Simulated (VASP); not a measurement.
Runs of VASP 6.6.1 on GaN. The structure is that of space group P6_3mc (No. 186), or close to it. The cells are those of the table. 

| cell | gap on the mesh (eV) | pressure (GPa) | largest force (eV/Å) |
| --- | --- | --- | --- |
| a = 3.315, b = 3.315, c = 5.322 Å, angles 90.0, 90.0, 120.0°, 4 atoms | 1.24 | -10.6 | 0.09 |
| a = 3.218, b = 3.218, c = 5.400 Å, angles 90.0, 90.0, 120.0°, 4 atoms | (b) | -4.4 | 0.16 |
| a = 3.122, b = 3.122, c = 5.086 Å, angles 90.0, 90.0, 120.0°, 4 atoms | 2.33 | 19.2 | 0.02 |
| a = 3.170, b = 3.170, c = 5.086 Å, angles 90.0, 90.0, 120.0°, 4 atoms | 2.15 | 12.0 | 0.19 |
| a = 3.170, b = 3.170, c = 5.322 Å, angles 90.0, 90.0, 120.0°, 4 atoms | 1.73 | 3.1 | 0.25 |
| a = 3.267, b = 3.267, c = 5.322 Å, angles 90.0, 90.0, 120.0°, 4 atoms | 1.42 | -6.8 | 0.01 |
| a = 3.170, b = 3.170, c = 5.164 Å, angles 90.0, 90.0, 120.0°, 4 atoms | 2.02 | (a) | 0.01 |
| a = 3.122, b = 3.122, c = 5.164 Å, angles 90.0, 90.0, 120.0°, 4 atoms | 2.18 | 15.5 | 0.21 |

Alike in all rows: task single point; level PBE; potentials or basis VASP PAW PBE potentials, release 64 (Ga_d, N); no spin polarisation; k mesh 12 × 12 × 6; cutoff (eV) 520; smearing gaussian 0.05 eV.

Question: Estimate the missing entries.

Answer: (a) 8.7; (b) 1.43.

Caveats: the cell stands under pressure (at least some runs); the cell stands under tension (at least some runs).

A k mesh can miss the band edges, and the runs leave out spin-orbit coupling on Ga.
